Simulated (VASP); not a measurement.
# Ge2Sb (Pnnm) in VASP: single point with PBE

Aim: the single point of Ge2Sb with PBE.

Program: VASP 6.6.1. These are calculated values, not measurements. Logs are shortened: lines on timing, memory, paths and dates and some standing lists are left out, and cuts for length are marked.

**1. The cell of the first run**

Symmetry: Pnnm, No. 58, orthorhombic system. The conventional cell has a = 5.627 Å, b = 6.991 Å, c = 3.994 Å, α = 90.00°, β = 90.00°, γ = 90.00°. Ge (site symmetry m) has 1 Ge at 2.53 Å and 3 Sb at 2.84 to 2.85 Å within 3.3 Å. Sb (site symmetry 2/m) has 6 Ge at 2.84 to 2.85 Å within 3.7 Å.

**2. Single point, PBE**

INCAR reads:

```
SYSTEM = Ge2Sb
PREC = Accurate
ENCUT = 520
EDIFF = 1E-6
ISMEAR = 0
SIGMA = 0.1
LREAL = .False.
LASPH = .True.
NELM = 60
ALGO = Normal
ISIF = 2
LWAVE = .False.
LCHARG = .True.
GGA = PE
LELF = .True.
LVHAR = .True.
NBANDS = 42
```

KPOINTS reads:

```
Automatic mesh
0
Gamma
  8 6 10
  0 0 0
```

POSCAR reads:

```
Ge2Sb
1.0
    5.6267272676      0.0000000000      0.0000000000
    0.0000000000      6.9912154832      0.0000000000
    0.0000000000      0.0000000000      3.9943282624
Ge Sb
4 2
Direct
    0.3277497784      0.8834951760      0.5000000000
    0.8277497784      0.6165048240      0.0000000000
    0.6722502216      0.1165048240      0.5000000000
    0.1722502216      0.3834951760      0.0000000000
    0.5000000000      0.5000000000      0.5000000000
    0.0000000000      0.0000000000      0.0000000000
```

Potentials or basis: VASP PAW PBE potentials, release 64 (Ge_d, Sb).

On the command line:

```bash
$ cat potpaw_PBE.64/Ge_d/POTCAR potpaw_PBE.64/Sb/POTCAR > POTCAR
$ mpirun -np 1 vasp_std > vasp.out
```

OUTCAR:

```text
SYSTEM = Ge2Sb
   PREC = Accurate
   ENCUT = 520
   EDIFF = 1E-6
   ISMEAR = 0
   LREAL = .False.
   LASPH = .True.
   NELM = 60
   ISIF = 2
   GGA = PE

 ion  position               nearest neighbor table
   1  0.328  0.883  0.500-   3 2.53   6 2.84   6 2.84   5 2.85
   2  0.828  0.617  0.000-   4 2.53   5 2.84   5 2.84   6 2.85
   3  0.672  0.117  0.500-   1 2.53   6 2.84   6 2.84   5 2.85
   4  0.172  0.383  0.000-   2 2.53   5 2.84   5 2.84   6 2.85
   5  0.500  0.500  0.500-   2 2.84   4 2.84   2 2.84   4 2.84   3 2.85   1 2.85
   6  0.000  0.000  0.000-   1 2.84   3 2.84   1 2.84   3 2.84   2 2.85   4 2.85

  LATTYP: Found a simple orthorhombic cell.
 ALAT       =     3.9943282624
 B/A-ratio  =     1.4086792316
 C/A-ratio  =     1.7502856610

  Lattice vectors:

 A1 = (   0.0000000000,   0.0000000000,   3.9943282624)
 A2 = (   5.6267272676,   0.0000000000,   0.0000000000)
 A3 = (   0.0000000000,   6.9912154832,   0.0000000000)

Analysis of symmetry for initial positions (statically):
=====================================================================
 Subroutine PRICEL returns:
 Original cell was already a primitive cell.

 Routine SETGRP: Setting up the symmetry group for a
 simple orthorhombic supercell.

 Subroutine GETGRP returns: Found  8 space group operations
 (whereof  4 operations were pure point group operations)
 out of a pool of  8 trial point group operations.

The static configuration has the point symmetry C_2h.
 The point group associated with its full space group is D_2h.

Analysis of symmetry for dynamics (positions and initial velocities):
=====================================================================
 Subroutine PRICEL returns:
 Original cell was already a primitive cell.

 Routine SETGRP: Setting up the symmetry group for a
 simple orthorhombic supercell.

 Subroutine GETGRP returns: Found  8 space group operations
 (whereof  4 operations were pure point group operations)
 out of a pool of  8 trial point group operations.

The dynamic configuration has the point symmetry C_2h.
 The point group associated with its full space group is D_2h.

 Subroutine INISYM returns: Found  8 space group operations
 (whereof  4 operations are pure point group operations),
 and found     1 'primitive' translations

----------------------------------------------------------------------------------------

                                     Primitive cell

  volume of cell :     157.1275

  direct lattice vectors                    reciprocal lattice vectors
     5.626727268  0.000000000  0.000000000     0.177723204  0.000000000  0.000000000
     0.000000000  6.991215483  0.000000000     0.000000000  0.143036644  0.000000000
     0.000000000  0.000000000  3.994328262     0.000000000  0.000000000  0.250354987

  length of vectors
     5.626727268  6.991215483  3.994328262     0.177723204  0.143036644  0.250354987

  position of ions in fractional coordinates (direct lattice)
     0.327749778  0.883495176  0.500000000
     0.827749778  0.616504824  0.000000000
     0.672250222  0.116504824  0.500000000
     0.172250222  0.383495176  0.000000000
     0.500000000  0.500000000  0.500000000
     0.000000000  0.000000000  0.000000000

  ion indices of the primitive-cell ions
   primitive index   ion index
                 1           1
                 2           2
                 3           3
                 4           4
                 5           5
                 6           6

----------------------------------------------------------------------------------------

 KPOINTS: Automatic mesh

Automatic generation of k-mesh.
 Grid dimensions read from file:
 generate k-points for:    8    6   10

 Generating k-lattice:

  Cartesian coordinates                     Fractional coordinates (reciprocal lattice)
     0.022215401  0.000000000  0.000000000     0.125000000  0.000000000  0.000000000
     0.000000000  0.023839441  0.000000000     0.000000000  0.166666667  0.000000000
     0.000000000  0.000000000  0.025035499     0.000000000  0.000000000  0.100000000

  Length of vectors
     0.022215401  0.023839441  0.025035499

  Shift w.r.t. Gamma in fractional coordinates (k-lattice)
     0.000000000  0.000000000  0.000000000

 Subroutine IBZKPT returns following result:
 ===========================================

 Found    120 irreducible k-points:

 Following reciprocal coordinates:
            Coordinates               Weight
  0.000000  0.000000  0.000000      1.000000
  0.125000  0.000000  0.000000      2.000000
  0.250000  0.000000  0.000000      2.000000
  0.375000  0.000000  0.000000      2.000000
  0.500000  0.000000  0.000000      1.000000
  0.000000  0.166667  0.000000      2.000000
[... 16 lines left out ...]
  0.250000  0.000000  0.100000      4.000000
  0.375000  0.000000  0.100000      4.000000
 [... further k-points ...]
   k-points           NKPTS =    120   k-points in BZ     NKDIM =    120   number of bands    NBANDS=     42
   number of dos      NEDOS =    301   number of ions     NIONS =      6
   total plane-waves  NPLWV =  68040
   dimension x,y,z NGX =    42 NGY =   54 NGZ =   30
   dimension x,y,z NGXF=    84 NGYF=  108 NGZF=   60
   ions per type =               4   2
   NGX,Y,Z   is equivalent  to a cutoff of  12.41, 12.84, 12.49 a.u.
   NGXF,Y,Z  is equivalent  to a cutoff of  24.82, 25.68, 24.97 a.u.
 SYSTEM =  Ge2Sb
   PREC   = accura    normal or accurate (medium, high low for compatibility)
   ISTART =      0    job   : 0-new  1-cont  2-samecut
   ICHARG =      2    charge: 1-file 2-atom 10-const
   ISPIN  =      1    spin polarized calculation?
   LNONCOLLINEAR =      F non collinear calculations
   LSORBIT =      F    spin-orbit coupling
   LASPH  =      T    aspherical Exc in radial PAW
   ENCUT  =  520.0 eV  38.22 Ry    6.18 a.u.  10.46 13.00  7.43*2*pi/ulx,y,z
   NELM   =     60;   NELMIN=  2; NELMDL= -5     # of ELM steps
   EDIFF  = 0.1E-05   stopping-criterion for ELM
   LREAL  =      F    real-space projection
   EDIFFG = 0.1E-04   stopping-criterion for IOM
   NSW    =      0    number of steps for IOM
   IBRION =     -1    ionic relax: 0-MD 1-quasi-New 2-CG
   NFREE  =      0    steps in history (QN), initial steepest desc. (CG)
   ISIF   =      2    stress and relaxation
   ISYM   =      2    0-nonsym 1-usesym 2-fastsym
   POTIM  = 0.5000    time-step for ionic-motion
   TEBEG  =    0.0;   TEEND  =   0.0 temperature during run
   PSTRESS=    0.0 pullay stress
   NELECT =      66.0000    total number of electrons
   NUPDOWN=      -1.0000    fix difference up-down
   EMIN   =  10.00;   EMAX   =-10.00  energy-range for DOS
   EFERMI =   0.00;   METHOD = LEGACY
   ISMEAR =     0;   SIGMA  =   0.10  broadening in eV -4-tet -1-fermi 0-gaus
   EFERMI_NEDOS =   21; number of points for ismear=-14 and -15
   IALGO  =     38    algorithm
   IMIX   =      4    mixing-type and parameters
     AMIX     =   0.40;   BMIX     =  1.00
     AMIX_MAG =   1.60;   BMIX_MAG =  1.00
  volume/ion in A,a.u.               =      26.19       176.72
  Fermi-wavevector in a.u.,A,eV,Ry     =   1.226042  2.316884 20.451994  1.503179
  Thomas-Fermi vector in A             =   2.361058
   LORBIT       =      0    0 simple, 1 ext, 2 COOP (PROOUT), +10 PAW based schemes
   GGA     = PE    functional components
   LHFCALC =     F    Hartree Fock is set to
   AEXX    =    0.0000 exact exchange contribution
   IVDW    =     0    specifies the selected vdW correction
   LEPSILON=     F    determine dielectric tensor
   LRPA    =     F    only Hartree local field effects (RPA)
 non-spin polarized calculation
 Gauss-broadening in eV      SIGMA  =   0.10
  energy-cutoff  :      520.00
  volume of cell :      157.13
 maximum number of plane-waves:      4266
 NGX is ok and might be reduce to    42
   NGX = 21   NGY = 25   NGZ = 15

 number of electron      65.9999984 magnetization

 Free energy of the ion-electron system (eV)
  ---------------------------------------------------
  ext. energy  EPLUGINS =         0.00000000
  ---------------------------------------------------
  free energy    TOTEN  =       -24.59067352 eV

  energy without entropy =      -24.57562057  energy(sigma->0) =      -24.58314705

 E-fermi :   5.3363     XC(G=0):  -9.7034

 val. band max:        5.3345550978   @ k =   0.1250   0.5000   0.2000
 cond. band min:       5.3446405342   @ k =   0.1250   0.3333   0.5000
 fundamental gap:      0.0100854365
 Fermi energy:         5.3363401929

 k-point     1 :       0.0000    0.0000    0.0000
  band No.  band energies     occupation
      1     -19.3023      2.00000
      2     -19.3006      2.00000
      3     -19.2598      2.00000
      4     -19.2581      2.00000
      5     -19.2574      2.00000
      6     -19.2569      2.00000
[... 34 lines left out ...]
     41       9.6171      0.00000
     42       9.6922      0.00000

 k-point     2 :       0.1250    0.0000    0.0000
  band No.  band energies     occupation
      1     -19.3023      2.00000
      2     -19.3007      2.00000
      3     -19.2595      2.00000
      4     -19.2585      2.00000
      5     -19.2581      2.00000
      6     -19.2569      2.00000
[... 34 lines left out ...]
     41       9.3932      0.00000
     42       9.4797      0.00000

 k-point     3 :       0.2500    0.0000    0.0000
  band No.  band energies     occupation
      1     -19.3021      2.00000
      2     -19.3009      2.00000
      3     -19.2594      2.00000
      4     -19.2591      2.00000
      5     -19.2590      2.00000
      6     -19.2570      2.00000
[... 897 lines left out ...]
      4     -19.2594      2.00000
      5     -19.2585      2.00000
      6     -19.2568      2.00000
[... 34 lines left out ...]
     41       9.4936      0.00000
     42       9.7362      0.00000

 k-point    24 :       0.3750    0.0000    0.1000
  band No.  band energies     occupation
      1     -19.3017      2.00000
      2     -19.3011      2.00000
      3     -19.2604      2.00000
      4     -19.2602      2.00000
      5     -19.2578      2.00000
      6     -19.2568      2.00000
[... 34 lines left out ...]
     41       9.2929      0.00000
     42       9.4919      0.00000

 [... further k-points ...]

------------------------ aborting loop because EDIFF is reached ----------------------------------------

  FORCE on cell =-STRESS in cart. coord.  units (eV):
  Direction    XX          YY          ZZ          XY          YZ          ZX
  --------------------------------------------------------------------------------------
  -------------------------------------------------------------------------------------
  Total        0.0183638      0.0105515     -0.0172333      0.0000000      0.0000000      0.0000000
  in kB        0.1872492      0.1075896     -0.1757224      0.0000000      0.0000000      0.0000000
  external PRESSURE =       0.0397055 kB  Pullay stress =       0.0000000 kB

 VOLUME and BASIS-vectors are now :
 -----------------------------------------------------------------------------
  energy-cutoff  :      520.00
  volume of cell :      157.13
      direct lattice vectors                 reciprocal lattice vectors
     5.626727268  0.000000000  0.000000000     0.177723204  0.000000000  0.000000000
     0.000000000  6.991215483  0.000000000     0.000000000  0.143036644  0.000000000
     0.000000000  0.000000000  3.994328262     0.000000000  0.000000000  0.250354987

 POSITION                                       TOTAL-FORCE (eV/Angst)
 -----------------------------------------------------------------------------------
      1.84416      6.17671      1.99716         0.000836     -0.001733      0.000000
      4.65752      4.31012      0.00000         0.000836      0.001733     -0.000000
      3.78257      0.81451      1.99716        -0.000836      0.001733      0.000000
      0.96921      2.68110      0.00000        -0.000836     -0.001733      0.000000
      2.81336      3.49561      1.99716        -0.000000     -0.000000      0.000000
      0.00000      0.00000      0.00000        -0.000000     -0.000000      0.000000
 -----------------------------------------------------------------------------------
    total drift:                                0.000000      0.000000      0.000000

  FREE ENERGIE OF THE ION-ELECTRON SYSTEM (eV)
  ---------------------------------------------------
  free  energy   TOTEN  =       -24.5906735208 eV

  energy  without entropy=      -24.5756205692  energy(sigma->0) =      -24.58314705
```

Wall time 15 min (1 thread of Intel Xeon 8259CL, shared host); peak memory 0.69 GiB.

What came out:

```yaml
Free_energy: -24.5907 eV
Pressure: 0.0 GPa
Band_gap_on_the_k_mesh: zero (bands 33 and 34 overlap by 2.39 eV)
```

Levels at points of the mesh, in eV from the Fermi level:
| k point | band 31 | band 32 | band 33 | band 34 | band 35 | band 36 |
| --- | --- | --- | --- | --- | --- | --- |
| (0.00, 0.00, 0.00) | -0.78 | 0.63 | 1.34 | 1.52 | 1.91 | 1.93 |
| (0.50, 0.00, 0.00) | -0.50 | -0.50 | 0.60 | 0.60 | 0.87 | 0.87 |
| (0.00, 0.50, 0.00) | -0.63 | -0.63 | 0.10 | 0.10 | 2.40 | 2.40 |
| (0.50, 0.50, 0.00) | -1.14 | -1.14 | 0.21 | 0.21 | 0.46 | 0.46 |
| (0.00, 0.00, 0.50) | -2.01 | -2.01 | -0.58 | -0.58 | 0.31 | 0.31 |
| (0.50, 0.00, 0.50) | -1.70 | -1.70 | 1.26 | 1.26 | 1.70 | 1.70 |
| (0.00, 0.50, 0.50) | -2.33 | -2.33 | -1.05 | -1.05 | -0.10 | -0.10 |
| (0.50, 0.50, 0.50) | -1.95 | -1.95 | -0.13 | -0.13 | 1.23 | 1.23 |

Caveat: spin-orbit coupling is left out, which moves the levels of the heavy elements.
